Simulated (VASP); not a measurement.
# P (P-4m2) in VASP: a series of runs

The runs below take P through single point, with PBE.

Everything below comes from runs of VASP 6.6.1. Logs are shortened: lines on timing, memory, paths and dates and some standing lists are left out, and cuts for length are marked.

### 1 The cell of the first run

Symmetry: P-4m2, No. 115, tetragonal system. Conventional cell: a = 4.794 Å, b = 4.794 Å, c = 4.452 Å, α = 90.00°, β = 90.00°, γ = 90.00°. P (site symmetry m) has 5 P at 2.11 to 2.59 Å within 2.8 Å. P (site symmetry -4m2) has 4 P at 2.13 Å within 2.8 Å.

The cell was generated, and may not be a known phase.

### 2 Single point, PBE

INCAR

```
SYSTEM = P
ALGO = Normal
EDIFF = 1E-6
ENCUT = 500
GGA = PE
GGA_COMPAT = .FALSE.
ISIF = 2
ISMEAR = 0
LASPH = .TRUE.
LCHARG = .FALSE.
LREAL = .FALSE.
LWAVE = .FALSE.
NBANDS = 20
NELM = 120
PREC = Accurate
SIGMA = 0.1
```

KPOINTS

```
k-points
0
G
  4 4 4
  0 0 0
```

POSCAR

```
P
1.0
    4.7937398200      0.0000000000      0.0000000000
    0.0000000000      4.7937398200      0.0000000000
    0.0000000000      0.0000000000      4.4518619800
P
5
Direct
    0.0000000000      0.2696323400      0.6193693800
    0.2696323400      0.0000000000      0.3806306200
    0.7303676600      0.0000000000      0.3806306200
    0.0000000000      0.7303676600      0.6193693800
    0.0000000000      0.0000000000      0.0000000000
```

Potentials or basis: VASP PAW PBE potentials, release 64 (P).

The run is started by

```console
> cat potpaw_PBE.64/P/POTCAR > POTCAR
> mpirun -np 1 vasp_std > vasp.out
```

OUTCAR:

```text
SYSTEM = P
   EDIFF = 1E-6
   ENCUT = 500
   GGA = PE
   ISIF = 2
   ISMEAR = 0
   LASPH = .TRUE.
   LREAL = .FALSE.
   NELM = 120
   PREC = Accurate

 ion  position               nearest neighbor table
   1  0.000  0.270  0.619-   2 2.11   3 2.11   5 2.13   4 2.21   4 2.59
   2  0.270  0.000  0.381-   1 2.11   4 2.11   5 2.13   3 2.21   3 2.59
   3  0.730  0.000  0.381-   1 2.11   4 2.11   5 2.13   2 2.21   2 2.59
   4  0.000  0.730  0.619-   2 2.11   3 2.11   5 2.13   1 2.21   1 2.59
   5  0.000  0.000  0.000-   1 2.13   2 2.13   3 2.13   4 2.13

  LATTYP: Found a simple tetragonal cell.
 ALAT       =     4.7937398200
 C/A-ratio  =     0.9286824373

  Lattice vectors:

 A1 = (   4.7937398200,   0.0000000000,   0.0000000000)
 A2 = (   0.0000000000,   4.7937398200,   0.0000000000)
 A3 = (   0.0000000000,   0.0000000000,   4.4518619800)

Analysis of symmetry for initial positions (statically):
=====================================================================
 Subroutine PRICEL returns:
 Original cell was already a primitive cell.

 Routine SETGRP: Setting up the symmetry group for a
 simple tetragonal supercell.

 Subroutine GETGRP returns: Found  8 space group operations
 (whereof  8 operations were pure point group operations)
 out of a pool of 16 trial point group operations.

The static configuration has the point symmetry D_2d.

Analysis of symmetry for dynamics (positions and initial velocities):
=====================================================================
 Subroutine PRICEL returns:
 Original cell was already a primitive cell.

 Routine SETGRP: Setting up the symmetry group for a
 simple tetragonal supercell.

 Subroutine GETGRP returns: Found  8 space group operations
 (whereof  8 operations were pure point group operations)
 out of a pool of 16 trial point group operations.

The dynamic configuration has the point symmetry D_2d.

 Subroutine INISYM returns: Found  8 space group operations
 (whereof  8 operations are pure point group operations),
 and found     1 'primitive' translations

----------------------------------------------------------------------------------------

                                     Primitive cell

  volume of cell :     102.3035

  direct lattice vectors                    reciprocal lattice vectors
     4.793739820  0.000000000  0.000000000     0.208605397  0.000000000  0.000000000
     0.000000000  4.793739820  0.000000000     0.000000000  0.208605397  0.000000000
     0.000000000  0.000000000  4.451861980     0.000000000  0.000000000  0.224625113

  length of vectors
     4.793739820  4.793739820  4.451861980     0.208605397  0.208605397  0.224625113

  position of ions in fractional coordinates (direct lattice)
     0.000000000  0.269632340  0.619369380
     0.269632340  0.000000000  0.380630620
     0.730367660  0.000000000  0.380630620
     0.000000000  0.730367660  0.619369380
     0.000000000  0.000000000  0.000000000

  ion indices of the primitive-cell ions
   primitive index   ion index
                 1           1
                 2           2
                 3           3
                 4           4
                 5           5

----------------------------------------------------------------------------------------

 KPOINTS: k-points

Automatic generation of k-mesh.
 Grid dimensions read from file:
 generate k-points for:    4    4    4

 Generating k-lattice:

  Cartesian coordinates                     Fractional coordinates (reciprocal lattice)
     0.052151349  0.000000000  0.000000000     0.250000000  0.000000000  0.000000000
     0.000000000  0.052151349  0.000000000     0.000000000  0.250000000  0.000000000
     0.000000000  0.000000000  0.056156278     0.000000000  0.000000000  0.250000000

  Length of vectors
     0.052151349  0.052151349  0.056156278

  Shift w.r.t. Gamma in fractional coordinates (k-lattice)
     0.000000000  0.000000000  0.000000000

 Subroutine IBZKPT returns following result:
 ===========================================

 Found     18 irreducible k-points:

 Following reciprocal coordinates:
            Coordinates               Weight
  0.000000  0.000000  0.000000      1.000000
  0.250000  0.000000  0.000000      4.000000
  0.500000  0.000000  0.000000      2.000000
  0.250000  0.250000  0.000000      4.000000
  0.500000  0.250000  0.000000      4.000000
  0.500000  0.500000  0.000000      1.000000
[... 10 lines left out ...]
  0.500000  0.250000  0.500000      4.000000
  0.500000  0.500000  0.500000      1.000000
   k-points           NKPTS =     18   k-points in BZ     NKDIM =     18   number of bands    NBANDS=     20
   number of dos      NEDOS =    301   number of ions     NIONS =      5
   total plane-waves  NPLWV =  41472
   dimension x,y,z NGX =    36 NGY =   36 NGZ =   32
   dimension x,y,z NGXF=    72 NGYF=   72 NGZF=   64
   ions per type =               5
   NGX,Y,Z   is equivalent  to a cutoff of  12.48, 12.48, 11.95 a.u.
   NGXF,Y,Z  is equivalent  to a cutoff of  24.97, 24.97, 23.90 a.u.
 SYSTEM =  P
   PREC   = accura    normal or accurate (medium, high low for compatibility)
   ISTART =      0    job   : 0-new  1-cont  2-samecut
   ICHARG =      2    charge: 1-file 2-atom 10-const
   ISPIN  =      1    spin polarized calculation?
   LNONCOLLINEAR =      F non collinear calculations
   LSORBIT =      F    spin-orbit coupling
   LASPH  =      T    aspherical Exc in radial PAW
   ENCUT  =  500.0 eV  36.75 Ry    6.06 a.u.   8.74  8.74  8.12*2*pi/ulx,y,z
   NELM   =    120;   NELMIN=  2; NELMDL= -5     # of ELM steps
   EDIFF  = 0.1E-05   stopping-criterion for ELM
   LREAL  =      F    real-space projection
[... 7 lines left out ...]
   TEBEG  =    0.0;   TEEND  =   0.0 temperature during run
   PSTRESS=    0.0 pullay stress
   NELECT =      25.0000    total number of electrons
   NUPDOWN=      -1.0000    fix difference up-down
   EMIN   =  10.00;   EMAX   =-10.00  energy-range for DOS
   EFERMI =   0.00;   METHOD = LEGACY
   ISMEAR =     0;   SIGMA  =   0.10  broadening in eV -4-tet -1-fermi 0-gaus
   EFERMI_NEDOS =   21; number of points for ismear=-14 and -15
   IALGO  =     38    algorithm
   IMIX   =      4    mixing-type and parameters
     AMIX     =   0.40;   BMIX     =  1.00
     AMIX_MAG =   1.60;   BMIX_MAG =  1.00
  volume/ion in A,a.u.               =      20.46       138.08
  Fermi-wavevector in a.u.,A,eV,Ry     =   1.023508  1.934150 14.253040  1.047569
  Thomas-Fermi vector in A             =   2.157245
   LORBIT       =      0    0 simple, 1 ext, 2 COOP (PROOUT), +10 PAW based schemes
   GGA     = PE    functional components
   LHFCALC =     F    Hartree Fock is set to
   AEXX    =    0.0000 exact exchange contribution
   IVDW    =     0    specifies the selected vdW correction
   LEPSILON=     F    determine dielectric tensor
   LRPA    =     F    only Hartree local field effects (RPA)
 non-spin polarized calculation
 Gauss-broadening in eV      SIGMA  =   0.10
  energy-cutoff  :      500.00
  volume of cell :      102.30
 maximum number of plane-waves:      2640
 NGX is ok and might be reduce to    36
   NGX = 17   NGY = 17   NGZ = 17

 number of electron      24.9999999 magnetization

 Free energy of the ion-electron system (eV)
  ---------------------------------------------------
  ext. energy  EPLUGINS =         0.00000000
  ---------------------------------------------------
  free energy    TOTEN  =       -21.00770898 eV

  energy without entropy =      -20.98743672  energy(sigma->0) =      -20.99757285

 E-fermi :   6.2146     XC(G=0):  -8.9839

 val. band max:        6.1949707085   @ k =   0.0000   0.0000   0.0000
 cond. band min:       6.2374152169   @ k =   0.5000   0.2500   0.2500
 fundamental gap:      0.0424445084
 Fermi energy:         6.2146189990

 k-point     1 :       0.0000    0.0000    0.0000
  band No.  band energies     occupation
      1     -12.3418      2.00000
      2      -5.9779      2.00000
      3      -4.9693      2.00000
      4      -4.9693      2.00000
      5      -4.9164      2.00000
      6      -3.0151      2.00000
[... 12 lines left out ...]
     19      10.2962      0.00000
     20      11.7036      0.00000

 k-point     2 :       0.2500    0.0000    0.0000
  band No.  band energies     occupation
      1     -12.2186      2.00000
      2      -6.7862      2.00000
      3      -5.4373      2.00000
      4      -4.9027      2.00000
      5      -4.6328      2.00000
      6      -2.8877      2.00000
[... 12 lines left out ...]
     19      10.3572      0.00000
     20      10.8186      0.00000

 k-point     3 :       0.5000    0.0000    0.0000
  band No.  band energies     occupation
      1     -12.0794      2.00000
      2      -7.4647      2.00000
      3      -5.4272      2.00000
      4      -4.8320      2.00000
      5      -4.5782      2.00000
      6      -2.8299      2.00000
[... 12 lines left out ...]
     19      11.4917      0.00000
     20      11.5603      0.00000

 k-point     4 :       0.2500    0.2500    0.0000
  band No.  band energies     occupation
      1     -12.0910      2.00000
      2      -6.8493      2.00000
      3      -6.5319      2.00000
      4      -4.7803      2.00000
      5      -4.5125      2.00000
      6      -1.1513      2.00000
[... 291 lines left out ...]
 k-point    17 :       0.5000    0.2500    0.5000
  band No.  band energies     occupation
      1     -11.1405      2.00000
      2      -8.7026      2.00000
      3      -7.1798      2.00000
      4      -6.2024      2.00000
      5      -1.5593      2.00000
      6      -1.2042      2.00000
[... 12 lines left out ...]
     19      10.4747      0.00000
     20      10.5153      0.00000

 k-point    18 :       0.5000    0.5000    0.5000
  band No.  band energies     occupation
      1     -10.9499      2.00000
      2      -8.5965      2.00000
      3      -7.1407      2.00000
      4      -7.1407      2.00000
      5      -1.4312      2.00000
      6      -1.4312      2.00000
[... 12 lines left out ...]
     19      11.0697      0.00000
     20      11.0697      0.00000

------------------------ aborting loop because EDIFF is reached ----------------------------------------

  FORCE on cell =-STRESS in cart. coord.  units (eV):
  Direction    XX          YY          ZZ          XY          YZ          ZX
  --------------------------------------------------------------------------------------
  -------------------------------------------------------------------------------------
  Total       13.6007052     13.6007052     17.5208417      0.0000000     -0.0000000      0.0000000
  in kB      213.0008804    213.0008804    274.3942076      0.0000000     -0.0000000      0.0000000
  external PRESSURE =     233.4653228 kB  Pullay stress =       0.0000000 kB

 VOLUME and BASIS-vectors are now :
 -----------------------------------------------------------------------------
  energy-cutoff  :      500.00
  volume of cell :      102.30
      direct lattice vectors                 reciprocal lattice vectors
     4.793739820  0.000000000  0.000000000     0.208605397  0.000000000  0.000000000
     0.000000000  4.793739820  0.000000000     0.000000000  0.208605397  0.000000000
     0.000000000  0.000000000  4.451861980     0.000000000  0.000000000  0.224625113

 POSITION                                       TOTAL-FORCE (eV/Angst)
 -----------------------------------------------------------------------------------
      0.00000      1.29255      2.75735         0.000000      3.390967      1.126930
      1.29255      0.00000      1.69451         3.390967      0.000000     -1.126930
      3.50119      0.00000      1.69451        -3.390967      0.000000     -1.126930
      0.00000      3.50119      2.75735         0.000000     -3.390967      1.126930
      0.00000      0.00000      0.00000         0.000000      0.000000      0.000000
 -----------------------------------------------------------------------------------
    total drift:                                0.000000     -0.000000     -0.000000

  FREE ENERGIE OF THE ION-ELECTRON SYSTEM (eV)
  ---------------------------------------------------
  free  energy   TOTEN  =       -21.0077089763 eV

  energy  without entropy=      -20.9874367191  energy(sigma->0) =      -20.99757285
```

It took 18 s on 1 thread of Intel Xeon Platinum 8488C (Sapphire Rapids), shared host; peak memory 0.18 GiB.

Results:

```yaml
Free_energy: -21.0077 eV
Pressure: 23.3 GPa
Largest_force: 3.573 eV/Å
Band_gap_on_the_k_mesh: zero (an odd number of electrons rules out a gap without spin polarisation)
```

Forces on the atoms (eV/Å):
```
P    0.000  3.391  1.127
P    3.391  0.000 -1.127
P   -3.391  0.000 -1.127
P    0.000 -3.391  1.127
P    0.000  0.000  0.000
```

Stress tensor (GPa, compression positive):
```
21.30  0.00  0.00
 0.00 21.30  0.00
 0.00  0.00 27.44
```

Caveat: the stress differs along the axes, from 21 to 27 GPa; an odd number of electrons without spin polarisation forces a metal; a magnetic or distorted state may lie lower.

### 3 Single point, PBE

This run uses another cell than the first one, of 35.58 Å³/atom.

INCAR

```
SYSTEM = P
PREC = Accurate ; ENCUT = 500
EDIFF = 1E-6 ; ISMEAR = 0
SIGMA = 0.1 ; LREAL = .FALSE.
LASPH = .TRUE. ; NELM = 120
ALGO = Normal ; ISIF = 2
LWAVE = .FALSE. ; LCHARG = .FALSE.
GGA = PE ; NBANDS = 20
GGA_COMPAT = .FALSE.
```

KPOINTS

```
Automatic mesh
0
G
  4 4 4
  0 0 0
```

POSCAR

```
P
1.0
    5.6075107492      0.0000000000      0.0000000000
    0.0000000000      5.6075107492      0.0000000000
    0.0000000000      0.0000000000      5.6573510899
P
5
Direct
    0.0000000000      0.2103497098      0.6402796972
    0.2103497098      0.0000000000      0.3597203028
    0.7896502902      0.0000000000      0.3597203028
    0.0000000000      0.7896502902      0.6402796972
    0.0000000000      0.0000000000      0.0000000000
```

Potentials or basis: VASP PAW PBE potentials, release 64 (P).

The run is started by

```console
> cat potpaw_PBE.64/P/POTCAR > POTCAR
> mpirun -np 1 vasp_std > vasp.out
```

Wall time 34 s (1 thread of Intel Xeon Platinum 8488C (Sapphire Rapids), shared host); peak memory 0.26 GiB.

It converged, with:

```yaml
Free_energy: -24.3157 eV
Pressure: 0.0 GPa
Largest_force: 0.093 eV/Å
Band_gap_on_the_k_mesh: zero (an odd number of electrons rules out a gap without spin polarisation)
```

Forces in eV/Å, atoms in the order of the input:
```
P    0.000 -0.089 -0.026
P   -0.089  0.000  0.026
P    0.089  0.000  0.026
P    0.000  0.089 -0.026
P    0.000  0.000  0.000
```

Levels at points of the mesh, in eV from the Fermi level:
```
           k point  band 8  band 9  band 10  band 11  band 12  band 13  band 14  band 15  band 16  band 17
(0.00, 0.00, 0.00)   -4.33   -4.33    -2.87    -2.19    -2.19     0.14     1.35     1.92     2.03     3.11
(0.50, 0.00, 0.00)   -4.28   -3.55    -3.18    -2.72    -2.10     0.12     0.32     1.49     1.50     2.45
(0.50, 0.50, 0.00)   -3.68   -3.54    -3.41    -2.64    -2.64     0.26     0.26     0.54     1.03     1.58
(0.00, 0.00, 0.50)   -5.31   -5.31    -3.96    -2.79     0.51     0.51     0.87     1.40     1.42     1.42
(0.50, 0.00, 0.50)   -5.25   -4.74    -3.09    -3.00    -1.15     0.68     0.94     1.04     1.45     1.64
(0.50, 0.50, 0.50)   -5.53   -3.57    -3.43    -2.69    -1.11    -1.11     0.34     1.34     1.34     2.43
```

Caveat: this functional lacks dispersion, which binds layers or chains, so the pressure and a relaxed spacing across them are unreliable; an odd number of electrons without spin polarisation forces a metal; a magnetic or distorted state may lie lower.

The gap in the log of VASP goes by the Fermi energy; the results here count the filled bands.